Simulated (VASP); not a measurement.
# MgB (P2_13) in VASP: a series of runs, part 2 of 2

VASP 6.6.1. Earlier steps stand in the parts before.

## Step 3: Single point, PBE

This run uses another cell than the first one, of 13.14 Å³/atom.

INCAR reads:

```
SYSTEM = MgB
  ALGO = Normal
  EDIFF = 1E-6
  ENCUT = 520
  GGA = PE
  ISIF = 2
  ISMEAR = 0
  LASPH = .TRUE.
  LCHARG = .FALSE.
  LREAL = .FALSE.
  LWAVE = .FALSE.
  NBANDS = 20
  NELM = 100
  PREC = Accurate
  SIGMA = 0.1
```

KPOINTS reads:

```
k-points
0
G
  4 4 4
  0 0 0
```

POSCAR reads:

```
MgB
1.0
    4.7200809086      0.0000000000      0.0000000000
    0.0000000000      4.7200809086      0.0000000000
    0.0000000000      0.0000000000      4.7200809086
Mg B
4 4
Direct
    0.1588943101      0.1588943101      0.1588943101
    0.3411056899      0.8411056899      0.6588943101
    0.6588943101      0.3411056899      0.8411056899
    0.8411056899      0.6588943101      0.3411056899
    0.8464724756      0.8464724756      0.8464724756
    0.6535275244      0.1535275244      0.3464724756
    0.3464724756      0.6535275244      0.1535275244
    0.1535275244      0.3464724756      0.6535275244
```

Potentials or basis: VASP PAW PBE potentials, release 64 (Mg, B).

The run is started by

```bash
cat potpaw_PBE.64/Mg/POTCAR potpaw_PBE.64/B/POTCAR > POTCAR
mpirun -np 1 vasp_std > vasp.out
```

Run time: 26 s. Hardware: 1 thread of Intel Xeon 8259CL, shared host; peak memory 0.21 GiB.

Results (log left out):

```
Free energy            : -24.8186 eV
Pressure               : -0.3 GPa
Largest force          : 0.017 eV/Å
Band gap on the k mesh : zero (bands 10 and 11 overlap by 2.75 eV)
```

Forces in eV/Å, atoms in the order of the input:
```
Mg   0.000  0.000  0.000
Mg   0.000  0.000  0.000
Mg   0.000  0.000  0.000
Mg   0.000  0.000  0.000
B   -0.010 -0.010 -0.010
B    0.010  0.010 -0.010
B   -0.010  0.010  0.010
B    0.010 -0.010  0.010
```

Levels at points of the mesh, in eV from the Fermi level:
| k point | band 8 | band 9 | band 10 | band 11 | band 12 | band 13 |
| --- | --- | --- | --- | --- | --- | --- |
| (0.00, 0.00, 0.00) | -0.26 | -0.26 | -0.26 | 0.56 | 0.56 | 1.32 |
| (0.50, 0.00, 0.00) | -2.69 | -0.99 | -0.99 | 0.90 | 0.90 | 1.88 |
| (0.50, 0.50, 0.00) | -1.71 | -1.47 | -1.47 | -0.40 | -0.40 | 2.66 |
| (0.50, 0.50, 0.50) | -4.59 | 2.35 | 2.35 | 2.35 | 2.35 | 2.79 |

## Step 4: Relaxation of cell and atoms, PBE

INCAR reads:

```
SYSTEM = MgB
ALGO     = Normal         ! electronic algorithm
EDIFF    = 1E-6           ! SCF threshold, eV
EDIFFG   = -0.04          ! ionic threshold
ENCUT    = 600            ! plane-wave cutoff, eV
GGA      = PE             ! functional
IBRION   = 2              ! ionic algorithm
ISIF     = 3              ! what is computed and relaxed
ISMEAR   = 0              ! smearing method
LASPH    = .TRUE.         ! aspherical terms in the spheres
LCHARG   = .FALSE.        ! write CHGCAR
LREAL    = .FALSE.        ! projectors in reciprocal space
LWAVE    = .FALSE.        ! write WAVECAR
NELM     = 100            ! most SCF steps
NSW      = 90             ! ionic steps
PREC     = Accurate       ! precision mode
SIGMA    = 0.1            ! smearing width, eV
```

KPOINTS is that of step 3.

POSCAR reads:

```
MgB
1.0
    4.5261420797      0.0000000000      0.0000000000
    0.0000000000      4.5261420797      0.0000000000
    0.0000000000      0.0000000000      4.5261420797
Mg B
4 4
Direct
    0.1340000000      0.1340000000      0.1340000000
    0.3660000000      0.8660000000      0.6340000000
    0.6340000000      0.3660000000      0.8660000000
    0.8660000000      0.6340000000      0.3660000000
    0.8445000000      0.8445000000      0.8445000000
    0.6555000000      0.1555000000      0.3445000000
    0.3445000000      0.6555000000      0.1555000000
    0.1555000000      0.3445000000      0.6555000000
```

The run is started by

```bash
cat potpaw_PBE.64/Mg/POTCAR potpaw_PBE.64/B/POTCAR > POTCAR
mpirun -np 1 vasp_std > vasp.out
```

Run time: 2.7 min. Hardware: 1 thread of Intel Xeon 8259CL, shared host; peak memory 0.21 GiB.

The run converged. Its results:

```
Free energy                           : -24.8180 eV
Relaxed volume                        : 13.18 Å³/atom
Relaxed cell                          : a = 4.724 Å, b = 4.724 Å, c = 4.724 Å, α = 90.00°, β = 90.00°, γ = 90.00°
Space group after relaxing (to 0.1 Å) : P2_13 (No. 198)
Energy gained by relaxing             : 110.6 meV/atom
Ionic steps                           : 9
Pressure after relaxing               : -0.5 GPa
Largest force after relaxing          : 0.020 eV/Å
Band gap on the k mesh                : zero (bands 10 and 11 overlap by 2.75 eV)
```

Forces on the atoms (eV/Å):
```
Mg  -0.011 -0.011 -0.011
Mg   0.011  0.011 -0.011
Mg  -0.011  0.011  0.011
Mg   0.011 -0.011  0.011
B   -0.011 -0.011 -0.011
B    0.011  0.011 -0.011
B   -0.011  0.011  0.011
B    0.011 -0.011  0.011
```

The path:
```
step  energy change (eV)  largest force (eV/Å)  pressure (GPa)  volume (Å³)
   1              0.0000                1.1822           14.57        92.72
   2             -0.7242                0.4889           -0.97       107.60
   3             -0.7244                0.4835           -1.08       107.77
   4             -0.7751                0.4137           -0.82       106.93
   5             -0.8707                0.1698            0.35       104.44
   6             -0.6965                0.5678            5.00        99.57
   7             -0.8793                0.0853            0.87       103.65
   8             -0.8800                0.0487            1.08       103.36
   9             -0.8846                0.0196           -0.46       105.43
```

Final structure:
```
Mg B
1.0
     4.72408    0.00000    0.00000
     0.00000    4.72408    0.00000
     0.00000    0.00000    4.72408
Mg B
4 4
Direct
  0.15954 0.15954 0.15954
  0.34046 0.84046 0.65954
  0.65954 0.34046 0.84046
  0.84046 0.65954 0.34046
  0.84636 0.84636 0.84636
  0.65364 0.15364 0.34636
  0.34636 0.65364 0.15364
  0.15364 0.34636 0.65364
```

Levels at points of the mesh, in eV from the Fermi level:
| k point | band 8 | band 9 | band 10 | band 11 | band 12 | band 13 |
| --- | --- | --- | --- | --- | --- | --- |
| (0.00, 0.00, 0.00) | -0.26 | -0.26 | -0.26 | 0.56 | 0.56 | 1.32 |
| (0.50, 0.00, 0.00) | -2.69 | -0.98 | -0.98 | 0.90 | 0.90 | 1.87 |
| (0.50, 0.50, 0.00) | -1.71 | -1.46 | -1.46 | -0.40 | -0.40 | 2.66 |
| (0.50, 0.50, 0.50) | -4.58 | 2.34 | 2.34 | 2.34 | 2.34 | 2.78 |

## Step 5: Single point, PBE

This run uses another cell than the first one, of 13.14 Å³/atom.

INCAR reads:

```
PREC = Accurate
ENCUT = 520
EDIFF = 1E-6
ISMEAR = 0
SIGMA = 0.1
LREAL = False
LASPH = True
NELM = 80
ALGO = Normal
ISIF = 2
LWAVE = False
LCHARG = True
GGA = PE
LELF = True
LVHAR = True
NBANDS = 20
```

KPOINTS reads:

```
regular mesh
0
Gamma
  8 8 8
```

POSCAR reads:

```
MgB
1.0
    4.7200809086      0.0000000000      0.0000000000
    0.0000000000      4.7200809086      0.0000000000
    0.0000000000      0.0000000000      4.7200809086
Mg B
4 4
Direct
    0.1588943101      0.1588943101      0.1588943101
    0.3411056899      0.8411056899      0.6588943101
    0.6588943101      0.3411056899      0.8411056899
    0.8411056899      0.6588943101      0.3411056899
    0.8464724756      0.8464724756      0.8464724756
    0.6535275244      0.1535275244      0.3464724756
    0.3464724756      0.6535275244      0.1535275244
    0.1535275244      0.3464724756      0.6535275244
```

The run is started by

```bash
cat potpaw_PBE.64/Mg/POTCAR potpaw_PBE.64/B/POTCAR > POTCAR
mpirun -np 1 vasp_std > vasp.out
```

Run time: 90 s. Hardware: 1 thread of Intel Xeon 8259CL, shared host; peak memory 0.25 GiB.

It converged, with:

```
Free energy            : -24.9233 eV
Pressure               : -0.2 GPa
Largest force          : 0.007 eV/Å
Band gap on the k mesh : zero (bands 10 and 11 overlap by 2.74 eV)
```

Forces in eV/Å, atoms in the order of the input:
```
Mg  -0.004 -0.004 -0.004
Mg   0.004  0.004 -0.004
Mg  -0.004  0.004  0.004
Mg   0.004 -0.004  0.004
B    0.004  0.004  0.004
B   -0.004 -0.004  0.004
B    0.004 -0.004 -0.004
B   -0.004  0.004 -0.004
```

Levels at points of the mesh, in eV from the Fermi level:
| k point | band 6 | band 7 | band 8 | band 9 | band 10 | band 11 | band 12 | band 13 | band 14 | band 15 |
| --- | --- | --- | --- | --- | --- | --- | --- | --- | --- | --- |
| (0.00, 0.00, 0.00) | -3.40 | -3.40 | -0.37 | -0.37 | -0.37 | 0.45 | 0.45 | 1.21 | 1.21 | 1.21 |
| (0.50, 0.00, 0.00) | -3.18 | -2.80 | -2.80 | -1.09 | -1.09 | 0.78 | 0.78 | 1.77 | 1.77 | 2.29 |
| (0.50, 0.50, 0.00) | -2.30 | -1.82 | -1.82 | -1.58 | -1.58 | -0.51 | -0.51 | 2.55 | 2.55 | 3.09 |
| (0.50, 0.50, 0.50) | -4.69 | -4.69 | -4.69 | 2.23 | 2.23 | 2.23 | 2.23 | 2.68 | 2.68 | 2.68 |

## Step 6: Relaxation of cell and atoms, PBE

This run uses another cell than the first one, of 13.14 Å³/atom.

INCAR reads:

```
  PREC = Accurate
  ENCUT = 600
  EDIFF = 1E-6
  ISMEAR = 0
  SIGMA = 0.1
  LREAL = F
  LASPH = T
  NELM = 80
  ALGO = Normal
  ISIF = 3
  LWAVE = F
  LCHARG = F
  GGA = PE
  IBRION = 2
  NSW = 100
  EDIFFG = -0.01
```

KPOINTS is that of step 5.

POSCAR is that of step 5.

Potentials or basis: VASP PAW PBE potentials, release 64 (Mg, B).

The run is started by

```bash
cat potpaw_PBE.64/Mg/POTCAR potpaw_PBE.64/B/POTCAR > POTCAR
mpirun -np 1 vasp_std > vasp.out
```

Wall time 2 min (1 thread of Intel Xeon 8259CL, shared host); peak memory 0.3 GiB.

The run converged. Its results:

- Free energy: -24.9259 eV
- Relaxed volume: 13.12 Å³/atom
- Relaxed cell: a = 4.717 Å, b = 4.717 Å, c = 4.717 Å, α = 90.00°, β = 90.00°, γ = 90.00°
- Space group after relaxing (to 0.1 Å): P2_13 (No. 198)
- Energy gained by relaxing: 0.0 meV/atom
- Ionic steps: 2
- Pressure after relaxing: 0.0 GPa
- Largest force after relaxing: 0.006 eV/Å
- Band gap on the k mesh: zero (bands 10 and 11 overlap by 2.75 eV)

Forces in eV/Å, atoms in the order of the input:
```
Mg  -0.004 -0.004 -0.004
Mg   0.004  0.004 -0.004
Mg  -0.004  0.004  0.004
Mg   0.004 -0.004  0.004
B    0.003  0.003  0.003
B   -0.003 -0.003  0.003
B    0.003 -0.003 -0.003
B   -0.003  0.003 -0.003
```

The path:
```tsv
step	energy change (eV)	largest force (eV/Å)	pressure (GPa)	volume (Å³)
1	0.0000	0.0071	-0.16	105.16
2	-0.0001	0.0063	-0.01	104.96
```

Final structure:
```yaml
crystal:
  lattice:
    - [4.71703, 0.00000, 0.00000]
    - [0.00000, 4.71703, 0.00000]
    - [0.00000, 0.00000, 4.71703]
  atoms:
    - { symbol: Mg, position: [0.15885, 0.15885, 0.15885] }
    - { symbol: Mg, position: [0.34115, 0.84115, 0.65885] }
    - { symbol: Mg, position: [0.65885, 0.34115, 0.84115] }
    - { symbol: Mg, position: [0.84115, 0.65885, 0.34115] }
    - { symbol: B, position: [0.84651, 0.84651, 0.84651] }
    - { symbol: B, position: [0.65349, 0.15349, 0.34651] }
    - { symbol: B, position: [0.34651, 0.65349, 0.15349] }
    - { symbol: B, position: [0.15349, 0.34651, 0.65349] }
```

Levels at points of the mesh, in eV from the Fermi level:
| k point | band 6 | band 7 | band 8 | band 9 | band 10 | band 11 | band 12 | band 13 | band 14 | band 15 |
| --- | --- | --- | --- | --- | --- | --- | --- | --- | --- | --- |
| (0.00, 0.00, 0.00) | -3.40 | -3.40 | -0.37 | -0.37 | -0.37 | 0.45 | 0.45 | 1.21 | 1.21 | 1.21 |
| (0.50, 0.00, 0.00) | -3.18 | -2.81 | -2.81 | -1.09 | -1.09 | 0.78 | 0.78 | 1.77 | 1.77 | 2.29 |
| (0.50, 0.50, 0.00) | -2.31 | -1.82 | -1.82 | -1.58 | -1.58 | -0.51 | -0.51 | 2.56 | 2.56 | 3.09 |
| (0.50, 0.50, 0.50) | -4.70 | -4.70 | -4.70 | 2.24 | 2.24 | 2.24 | 2.24 | 2.68 | 2.68 | 2.68 |

## Step 7: Overview

| task | cell | k mesh | cutoff (eV) | gap on the mesh (eV) | pressure (GPa) | relaxed volume (Å³/atom) | largest force (eV/Å) |
| --- | --- | --- | --- | --- | --- | --- | --- |
| single point | a = 4.526 Å, 8 atoms, atomic positions A | 4 × 4 × 4 | 520 | none | 14.6 | - | 1.18 |
| single point | a = 4.720 Å, 8 atoms, atomic positions B | 4 × 4 × 4 | 520 | none | -0.3 | - | 0.02 |
| relaxation of cell and atoms | relaxed from a = 4.526 Å, 8 atoms, atomic positions A | 4 × 4 × 4 | 600 | none | -0.5 | 13.18 | 0.02 |
| single point | a = 4.720 Å, 8 atoms, atomic positions B | 8 × 8 × 8 | 520 | none | -0.2 | - | 0.01 |
| relaxation of cell and atoms | relaxed from a = 4.720 Å, 8 atoms, atomic positions B | 8 × 8 × 8 | 600 | none | 0.0 | 13.12 | 0.01 |

Alike in all rows: level PBE; potentials or basis VASP PAW PBE potentials, release 64 (Mg, B); no spin polarisation; smearing gaussian 0.1 eV.

Caveats: the cell stands under pressure (at least some runs); forces of over 1 eV/Å act on the atoms, so gaps and moduli don't describe the material at rest (at least some runs).

Total energies depend on the potentials used, so only differences within one code and one set of settings carry meaning.
